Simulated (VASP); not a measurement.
Set up this calculation in VASP 6.6.1, as the native input.

| Item | Value |
| --- | --- |
| Task | relaxation of cell and atoms |
| Functional | PBEsol |
| Potentials or basis | VASP PAW PBE potentials, release 64 (Br) |
| Cutoff | 600 eV |
| k mesh | 3 × 3 × 6 |
| Occupations | gaussian, width 0.1 eV |
| Spin | no spin polarisation |
| Dipole correction | no |
| Further INCAR settings | ALGO = Normal; EDIFF = 1e-06; IBRION = 2; EDIFFG = -0.04; NSW = 90; ISIF = 3 |

The structure of Br lies in POSCAR:

```
Br
1.0
    5.9246750819      0.0000000000      0.0000000000
   -2.9623375410      5.1309191301      0.0000000000
    0.0000000000      0.0000000000      3.6320834198
Br
3
Direct
    0.0000000000      0.0000000000      0.0000000000
    0.3333333333      0.6666666667      0.5000000000
    0.6666666667      0.3333333333      0.5000000000
```

One way to write it, as run:

INCAR

```
PREC     = Accurate       # precision mode
ENCUT    = 600            # plane-wave cutoff, eV
EDIFF    = 1E-6           # SCF threshold, eV
ISMEAR   = 0              # smearing method
SIGMA    = 0.1            # smearing width, eV
LREAL    = False          # projectors in reciprocal space
LASPH    = True           # aspherical terms in the spheres
NELM     = 80             # most SCF steps
ALGO     = Normal         # electronic algorithm
ISIF     = 3              # what is computed and relaxed
LWAVE    = False          # write WAVECAR
LCHARG   = False          # write CHGCAR
GGA      = PS             # functional
IBRION   = 2              # ionic algorithm
NSW      = 90             # ionic steps
EDIFFG   = -0.04          # ionic threshold
```

KPOINTS

```
regular mesh
0
Gamma
  3 3 6
```

Potentials or basis: VASP PAW PBE potentials, release 64 (Br).

Launch:

```bash
$ cat potpaw_PBE.64/Br/POTCAR > POTCAR
$ mpirun -np 1 vasp_std > vasp.out
```

It gave:

* Relaxed volume: 35.45 Å³/atom
* Relaxed cell: a = 7.032 Å, b = 7.032 Å, c = 2.484 Å, α = 90.00°, β = 90.00°, γ = 120.00°
* Space group after relaxing (to 0.05 Å): P6/mmm (No. 191)
* Energy gained by relaxing: 680.5 meV/atom
* Ionic steps: 24
* Pressure after relaxing: 0.0 GPa

Caveat: the k points lie up to 0.42 Å⁻¹ apart in the final cell; the PAW data sets were made with another functional, which shifts forces and pressure a little; an odd number of electrons without spin polarisation forces a metal; a magnetic or distorted state may lie lower.

Run time: 7.5 min on 1 thread of Intel Xeon 6975P-C (shared host), peak memory 0.27 GiB.
